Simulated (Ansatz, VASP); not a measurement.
# One calculation of Ti, two programs

```xyz
1
Lattice="0.0000 2.0300 2.0503 2.0300 0.0000 2.0503 2.0300 2.0300 0.0000" Properties=species:S:1:pos:R:3 pbc="T T T"
Ti    0.0000    0.0000    0.0000
```

Change from the starting cell: strain +0.0100 x Voigt [0, 0, 1, 0, 0, 0], atoms carried along.

Alike in both runs: task single point; functional r2SCAN; k mesh 20 × 20 × 20; occupations gaussian, width 0.15 eV; no spin polarisation.

```csv
,VASP,Ansatz
version,VASP 6.6.1,Ansatz 0.2.0
potentials or method,"VASP PAW PBE potentials, release 64 (Ti_sv), cutoff 520 eV","scalar-relativistic, plane waves, PAW"
valence electrons in the cell,12,12
```

Ansatz gave:

| Quantity | Value |
| --- | --- |
| gap on the k mesh at the Fermi level (eV) | none |
| pressure (GPa) | 3.2 |
| traceless stress, the component that is largest in VASP (GPa) | -0.23 |

Task: Which values does VASP return?

Result: gap on the k mesh at the Fermi level (eV): none; pressure (GPa): 3.6; traceless stress, the component that is largest in VASP (GPa): -0.23.

VASP's potentials were made for PBE, not for r2SCAN. A gap of «none» marks a metal or a gap that the smearing closes.
